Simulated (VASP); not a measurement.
# AlRu (Pm-3m) in VASP: a series of runs

The runs below take AlRu through vibrations by perturbation theory, with LDA.

All numbers are computed with VASP 6.6.1; they aren't measurements. Logs are shortened: lines on timing, memory, paths and dates and some standing lists are left out, and cuts for length are marked.

**1. The cell of the first run**

Symmetry: Pm-3m, No. 221, cubic system. The conventional cell has a = 2.935 Å, b = 2.935 Å, c = 2.935 Å, α = 90.00°, β = 90.00°, γ = 90.00°. Within 3.4 Å of Al (site symmetry m-3m) lie 8 Ru at 2.54 Å and 6 Al at 2.93 Å. Ru (site symmetry m-3m) has 8 Al at 2.54 Å and 6 Ru at 2.93 Å within 3.4 Å.

**2. Vibrations by perturbation theory, LDA (12.64 Å³/atom)**

Input file INCAR:

```
SYSTEM = AlRu
  PREC = Accurate
  ENCUT = 520
  EDIFF = 1E-8
  ISMEAR = -1
  SIGMA = 0.08
  LREAL = .False.
  LASPH = .True.
  NELM = 80
  ALGO = Normal
  ISIF = 2
  LWAVE = .False.
  LCHARG = .False.
  IBRION = 8
  NSW = 1
```

Input file KPOINTS:

```
Automatic mesh
0
Gamma
  14 14 14
  0 0 0
```

Input file POSCAR:

```
AlRu
1.0
    2.9345352117      0.0000000000      0.0000000000
    0.0000000000      2.9345352117      0.0000000000
    0.0000000000      0.0000000000      2.9345352117
Al Ru
1 1
Direct
    0.0000000000      0.0000000000      0.0000000000
    0.5000000000      0.5000000000      0.5000000000
```

Potentials or basis: VASP PAW LDA potentials, release 64 (Al, Ru_pv).

The run is started by

```
> cat potpaw_LDA.64/Al/POTCAR potpaw_LDA.64/Ru_pv/POTCAR > POTCAR
> mpirun -np 1 vasp_std > vasp.out
```

OUTCAR:

```text
SYSTEM = AlRu
   PREC = Accurate
   ENCUT = 520
   EDIFF = 1E-8
   ISMEAR = -1
   LREAL = .False.
   LASPH = .True.
   NELM = 80
   ISIF = 2
   IBRION = 8
   NSW = 1

 ion  position               nearest neighbor table
   1  0.000  0.000  0.000-   2 2.54   2 2.54   2 2.54   2 2.54   2 2.54   2 2.54   2 2.54   2 2.54

   2  0.500  0.500  0.500-   1 2.54   1 2.54   1 2.54   1 2.54   1 2.54   1 2.54   1 2.54   1 2.54

  LATTYP: Found a simple cubic cell.
 ALAT       =     2.9345352117

  Lattice vectors:

 A1 = (   2.9345352117,   0.0000000000,   0.0000000000)
 A2 = (   0.0000000000,   2.9345352117,   0.0000000000)
 A3 = (   0.0000000000,   0.0000000000,   2.9345352117)

Analysis of symmetry for initial positions (statically):
=====================================================================
 Subroutine PRICEL returns:
 Original cell was already a primitive cell.

 Routine SETGRP: Setting up the symmetry group for a
 simple cubic supercell.

 Subroutine GETGRP returns: Found 48 space group operations
 (whereof 48 operations were pure point group operations)
 out of a pool of 48 trial point group operations.

The static configuration has the point symmetry O_h .

Analysis of symmetry for dynamics (positions and initial velocities):
=====================================================================
 Subroutine PRICEL returns:
 Original cell was already a primitive cell.

 Routine SETGRP: Setting up the symmetry group for a
 simple cubic supercell.

 Subroutine GETGRP returns: Found 48 space group operations
 (whereof 48 operations were pure point group operations)
 out of a pool of 48 trial point group operations.

The dynamic configuration has the point symmetry O_h .

 Subroutine INISYM returns: Found 48 space group operations
 (whereof 48 operations are pure point group operations),
 and found     1 'primitive' translations

----------------------------------------------------------------------------------------

                                     Primitive cell

  volume of cell :      25.2707

  direct lattice vectors                    reciprocal lattice vectors
     2.934535212  0.000000000  0.000000000     0.340769467  0.000000000  0.000000000
     0.000000000  2.934535212  0.000000000     0.000000000  0.340769467  0.000000000
     0.000000000  0.000000000  2.934535212     0.000000000  0.000000000  0.340769467

  length of vectors
     2.934535212  2.934535212  2.934535212     0.340769467  0.340769467  0.340769467

  position of ions in fractional coordinates (direct lattice)
     0.000000000  0.000000000  0.000000000
     0.500000000  0.500000000  0.500000000

  ion indices of the primitive-cell ions
   primitive index   ion index
                 1           1
                 2           2

----------------------------------------------------------------------------------------

 KPOINTS: Automatic mesh

Automatic generation of k-mesh.
 Grid dimensions read from file:
 generate k-points for:   14   14   14

 Generating k-lattice:

  Cartesian coordinates                     Fractional coordinates (reciprocal lattice)
     0.024340676  0.000000000  0.000000000     0.071428571  0.000000000  0.000000000
     0.000000000  0.024340676  0.000000000     0.000000000  0.071428571  0.000000000
     0.000000000  0.000000000  0.024340676     0.000000000  0.000000000  0.071428571

  Length of vectors
     0.024340676  0.024340676  0.024340676

  Shift w.r.t. Gamma in fractional coordinates (k-lattice)
     0.000000000  0.000000000  0.000000000

 Subroutine IBZKPT returns following result:
[... 84 lines left out ...]
 NGX is ok and might be reduce to    24
   NGX = 11   NGY = 11   NGZ = 11

--------------------------------------- Ionic step        1  -------------------------------------------

 number of electron      17.0000002 magnetization

 Free energy of the ion-electron system (eV)
  ---------------------------------------------------
  ext. energy  EPLUGINS =         0.00000000
  ---------------------------------------------------
  free energy    TOTEN  =       -16.18499025 eV

  energy without entropy =      -16.15157186  energy(sigma->0) =      -16.16828106

 E-fermi :  11.3614     XC(G=0): -13.0919

 val. band max:       11.3611646332   @ k =   0.1429   0.0714   0.0714
 cond. band min:      11.3646511788   @ k =   0.5000   0.2857   0.1429
 fundamental gap:      0.0034865456
 Fermi energy:        11.3614338866

 k-point     1 :       0.0000    0.0000    0.0000
  band No.  band energies     occupation
      1     -30.2302      2.00000
      2     -30.2302      2.00000
      3     -30.2302      2.00000
      4       1.3540      2.00000
      5       7.4368      2.00000
      6       7.4368      2.00000
      7      11.5607      0.15306
      8      11.5607      0.15306
      9      11.5607      0.15306
     10      17.6620      0.00000
     11      17.6620      0.00000
     12      17.6620      0.00000
[... 331 lines left out ...]
 k-point    24 :       0.3571    0.2143    0.0000
  band No.  band energies     occupation
      1     -30.4333      2.00000
      2     -30.3119      2.00000
      3     -30.2028      2.00000
      4       4.3151      2.00000
      5       7.1804      2.00000
      6       8.5845      2.00000
      7       9.6087      2.00000
      8      10.0624      2.00000
      9      10.9847      1.98213
     10      14.2002      0.00000
     11      18.0623      0.00000
     12      20.4549      0.00000

 [... further k-points ...]

------------------------ aborting loop because EDIFF is reached ----------------------------------------

  FORCE on cell =-STRESS in cart. coord.  units (eV):
  Direction    XX          YY          ZZ          XY          YZ          ZX
  --------------------------------------------------------------------------------------
  -------------------------------------------------------------------------------------
  Total        0.8726299      0.8726299      0.8726299      0.0000000      0.0000000     -0.0000000
  in kB       55.3251601     55.3251601     55.3251601      0.0000000      0.0000000     -0.0000000
  external PRESSURE =      55.3251601 kB  Pullay stress =       0.0000000 kB

 VOLUME and BASIS-vectors are now :
 -----------------------------------------------------------------------------
  energy-cutoff  :      520.00
  volume of cell :       25.27
      direct lattice vectors                 reciprocal lattice vectors
     2.934535212  0.000000000  0.000000000     0.340769467  0.000000000  0.000000000
     0.000000000  2.934535212  0.000000000     0.000000000  0.340769467  0.000000000
     0.000000000  0.000000000  2.934535212     0.000000000  0.000000000  0.340769467

 POSITION                                       TOTAL-FORCE (eV/Angst)
 -----------------------------------------------------------------------------------
      0.00000      0.00000      0.00000         0.000000      0.000000      0.000000
      1.46727      1.46727      1.46727         0.000000      0.000000      0.000000
 -----------------------------------------------------------------------------------
    total drift:                                0.000000     -0.000000     -0.000000

  FREE ENERGIE OF THE ION-ELECTRON SYSTEM (eV)
  ---------------------------------------------------
  free  energy   TOTEN  =       -16.1849902536 eV

  energy  without entropy=      -16.1515718567  energy(sigma->0) =      -16.16828106

[... ionic steps 2 to 3 ...]

--------------------------------------- Ionic step        4  -------------------------------------------

------------------------ aborting loop because EDIFF is reached ----------------------------------------

[... ionic steps 5 to 6 ...]

--------------------------------------- Ionic step        7  -------------------------------------------

 Free energy of the ion-electron system (eV)
  ---------------------------------------------------
  ---------------------------------------------------
  free energy    TOTEN  =        -0.63974330 eV

  energy without entropy =       -0.63974330

------------------------ aborting loop because EDIFF is reached ----------------------------------------

 INTERNAL STRAIN TENSOR  FOR ION    2  DIRECTION 1   (eV/Angst):
 -----------------------------------------------------------------------------
     0.05940  0.00000 -0.00000
     0.00000 -0.00755  0.00000
     0.00000  0.00000 -0.00755

 INTERNAL STRAIN TENSOR FOR ION    2 for displacements in x,y,z  (eV/Angst):
          X           Y           Z          XY          YZ          ZX
  --------------------------------------------------------------------------------
  x     0.00000     0.00000     0.00000     0.00000     0.00000     0.00000
  y     0.00000     0.00000     0.00000     0.00000     0.00000     0.00000
  z     0.00000     0.00000     0.00000     0.00000     0.00000     0.00000

 SECOND DERIVATIVES (NOT SYMMETRIZED)
 ------------------------------------
               1X          1Y          1Z          2X          2Y          2Z
  1X    -9.079165    0.000000    0.000000    9.079165   -0.000000   -0.000000
  1Y     0.000000   -9.079165    0.000000   -0.000000    9.079165   -0.000000
  1Z     0.000000    0.000000   -9.079165   -0.000000   -0.000000    9.079165
  2X     9.093256    0.000000   -0.000000   -9.093256   -0.000000    0.000000
  2Y     0.000000    9.093256    0.000000   -0.000000   -9.093256   -0.000000
  2Z    -0.000000   -0.000000    9.093256    0.000000    0.000000   -9.093256

 Eigenvectors and eigenvalues of the dynamical matrix
 ----------------------------------------------------

   1 f  =   10.209302 THz    64.146935 2PiTHz  340.545652 cm-1    42.222261 meV
             X         Y         Z           dx          dy          dz
      0.000000  0.000000  0.000000     0.888277   -0.000000    0.000000
      1.467268  1.467268  1.467268    -0.459307    0.000000    0.000000
[... 21 lines left out ...]
   6 f/i=    0.003230 THz     0.020293 2PiTHz    0.107735 cm-1     0.013357 meV
             X         Y         Z           dx          dy          dz
      0.000000  0.000000  0.000000    -0.021539    0.458802    0.000000
      1.467268  1.467268  1.467268    -0.041654    0.887300    0.000000

--------------------------------------------------------------------------------------------------------

 ELASTIC MODULI CONTR FROM IONIC RELAXATION (kBar)
 Direction    XX          YY          ZZ          XY          YZ          ZX
 --------------------------------------------------------------------------------
 XX           0.0000      0.0000      0.0000      0.0000      0.0000      0.0000
 YY           0.0000      0.0000      0.0000      0.0000      0.0000      0.0000
 ZZ           0.0000      0.0000      0.0000      0.0000      0.0000      0.0000
 XY           0.0000      0.0000      0.0000      0.0000      0.0000      0.0000
 YZ           0.0000      0.0000      0.0000      0.0000      0.0000      0.0000
 ZX           0.0000      0.0000      0.0000      0.0000      0.0000      0.0000
 --------------------------------------------------------------------------------
```

Wall time 1.9 min (1 thread of Intel Xeon 6975P-C, shared host); peak memory 0.34 GiB.

What came out:

```
Highest phonon frequency at Γ : 341 cm⁻¹
```

Phonon frequencies in cm⁻¹ (negative: imaginary):
```tsv
q point	frequencies
(0.000, 0.000, 0.000)	0 0 0 341 341 341
```

Caveat: the cell stands under pressure or tension, which shifts response properties.

**3. Vibrations by perturbation theory, LDA (12.64 Å³/atom)**

Input file INCAR:

```
SYSTEM = AlRu
PREC = Accurate
ENCUT = 520
EDIFF = 1E-8
ISMEAR = -1
SIGMA = 0.08
LREAL = .FALSE.
LASPH = .TRUE.
NELM = 80
ALGO = Normal
ISIF = 2
LWAVE = .FALSE.
LCHARG = .FALSE.
GGA = CA
IBRION = 8
NSW = 1
```

Input file KPOINTS:

```
Automatic mesh
0
G
  14 14 14
  0 0 0
```

POSCAR is that of step 2.

Potentials or basis: VASP PAW LDA potentials, release 64 (Al, Ru_pv).

The run is started by

```
> cat potpaw_LDA.64/Al/POTCAR potpaw_LDA.64/Ru_pv/POTCAR > POTCAR
> mpirun -np 1 vasp_std > vasp.out
```

OUTCAR:

```text
SYSTEM = AlRu
   PREC = Accurate
   ENCUT = 520
   EDIFF = 1E-8
   ISMEAR = -1
   LREAL = .FALSE.
   LASPH = .TRUE.
   NELM = 80
   ISIF = 2
   GGA = CA
   IBRION = 8
   NSW = 1

 ion  position               nearest neighbor table
   1  0.000  0.000  0.000-   2 2.54   2 2.54   2 2.54   2 2.54   2 2.54   2 2.54   2 2.54   2 2.54

   2  0.500  0.500  0.500-   1 2.54   1 2.54   1 2.54   1 2.54   1 2.54   1 2.54   1 2.54   1 2.54

  LATTYP: Found a simple cubic cell.
 ALAT       =     2.9345352117

  Lattice vectors:

 A1 = (   2.9345352117,   0.0000000000,   0.0000000000)
 A2 = (   0.0000000000,   2.9345352117,   0.0000000000)
 A3 = (   0.0000000000,   0.0000000000,   2.9345352117)

Analysis of symmetry for initial positions (statically):
=====================================================================
 Subroutine PRICEL returns:
 Original cell was already a primitive cell.

 Routine SETGRP: Setting up the symmetry group for a
 simple cubic supercell.

[... 589 lines left out ...]
 -----------------------------------------------------------------------------
     0.05940  0.00000 -0.00000
     0.00000 -0.00755  0.00000
     0.00000  0.00000 -0.00755

 INTERNAL STRAIN TENSOR FOR ION    2 for displacements in x,y,z  (eV/Angst):
          X           Y           Z          XY          YZ          ZX
  --------------------------------------------------------------------------------
  x     0.00000     0.00000     0.00000     0.00000     0.00000     0.00000
  y     0.00000     0.00000     0.00000     0.00000     0.00000     0.00000
  z     0.00000     0.00000     0.00000     0.00000     0.00000     0.00000

 SECOND DERIVATIVES (NOT SYMMETRIZED)
 ------------------------------------
               1X          1Y          1Z          2X          2Y          2Z
  1X    -9.079165    0.000000    0.000000    9.079165   -0.000000   -0.000000
  1Y     0.000000   -9.079165    0.000000   -0.000000    9.079165   -0.000000
  1Z     0.000000    0.000000   -9.079165   -0.000000   -0.000000    9.079165
  2X     9.093256    0.000000   -0.000000   -9.093256   -0.000000    0.000000
  2Y     0.000000    9.093256    0.000000   -0.000000   -9.093256   -0.000000
  2Z    -0.000000   -0.000000    9.093256    0.000000    0.000000   -9.093256

 Eigenvectors and eigenvalues of the dynamical matrix
 ----------------------------------------------------

   1 f  =   10.209302 THz    64.146935 2PiTHz  340.545652 cm-1    42.222261 meV
             X         Y         Z           dx          dy          dz
      0.000000  0.000000  0.000000     0.888277   -0.000000    0.000000
      1.467268  1.467268  1.467268    -0.459307    0.000000    0.000000
[... 21 lines left out ...]
   6 f/i=    0.003230 THz     0.020293 2PiTHz    0.107735 cm-1     0.013357 meV
             X         Y         Z           dx          dy          dz
      0.000000  0.000000  0.000000    -0.021539    0.458802    0.000000
      1.467268  1.467268  1.467268    -0.041654    0.887300    0.000000

--------------------------------------------------------------------------------------------------------

 ELASTIC MODULI CONTR FROM IONIC RELAXATION (kBar)
 Direction    XX          YY          ZZ          XY          YZ          ZX
 --------------------------------------------------------------------------------
 XX           0.0000      0.0000      0.0000      0.0000      0.0000      0.0000
 YY           0.0000      0.0000      0.0000      0.0000      0.0000      0.0000
 ZZ           0.0000      0.0000      0.0000      0.0000      0.0000      0.0000
 XY           0.0000      0.0000      0.0000      0.0000      0.0000      0.0000
 YZ           0.0000      0.0000      0.0000      0.0000      0.0000      0.0000
 ZX           0.0000      0.0000      0.0000      0.0000      0.0000      0.0000
 --------------------------------------------------------------------------------
```

OSZICAR:

```text
N       E                     dE             d eps       ncg     rms          rms(c)
DAV:   1     0.116115528419E+03    0.11612E+03   -0.96968E+03  2972   0.133E+03
DAV:   2    -0.146163264319E+02   -0.13073E+03   -0.12563E+03  3028   0.359E+02
DAV:   3    -0.168681583096E+02   -0.22518E+01   -0.22063E+01  3412   0.490E+01
DAV:   4    -0.168874408342E+02   -0.19283E-01   -0.19271E-01  3340   0.453E+00
[... 38 lines left out ...]
RMM:  10    -0.639743140962E+00   -0.98883E-06   -0.19336E-07 13288   0.393E-04    0.399E-05
RMM:  11    -0.639743346917E+00   -0.20595E-06   -0.13424E-07 13138   0.208E-04    0.159E-05
RMM:  12    -0.639743323085E+00    0.23832E-07   -0.70924E-08 14023   0.126E-04    0.961E-06
RMM:  13    -0.639743305408E+00    0.17676E-07   -0.46502E-08 12720   0.889E-05    0.685E-07
RMM:  14    -0.639743297030E+00    0.83781E-08   -0.28893E-08 13456   0.595E-05    0.142E-06
 Linear response finished
```

stdout:

```text
POSCAR found type information on POSCAR AlRu
 POSCAR found :  2 types and       2 ions
 scaLAPACK will be used
 LDA part: xc-table for (Slater(with rela. corr.)+CA(PZ))
 , standard interpolation
 POSCAR, INCAR and KPOINTS ok, starting setup
 FFT: planning ... GRIDC
 FFT: planning ... GRID_SOFT
 FFT: planning ... GRID
 WAVECAR not read
 entering main loop
 Linear response reoptimize wavefunctions to high precision
 Linear response DOF=           2
 Linear response progress:
 first order change of Fermi-energy  -0.20061E-03
 force on displaced ion       1 direction 1 :  -9.079  -0.000   0.000
 Linear response progress:
 first order change of Fermi-energy   0.21309E-02
 force on displaced ion       2 direction 1 :  -9.093  -0.000   0.000
 Linear response finished
```

It took 2.1 min on 1 thread of Intel Xeon 6975P-C, shared host; peak memory 0.34 GiB.

Results:

```yaml
Highest_phonon_frequency_at_Γ: 341 cm⁻¹
```

Phonon frequencies in cm⁻¹ (negative: imaginary):
| q point | frequencies |
| --- | --- |
| (0.000, 0.000, 0.000) | 0 0 0 341 341 341 |

Caveat: the cell stands under pressure or tension, which shifts response properties.

(Continued in part 2 of 3.)
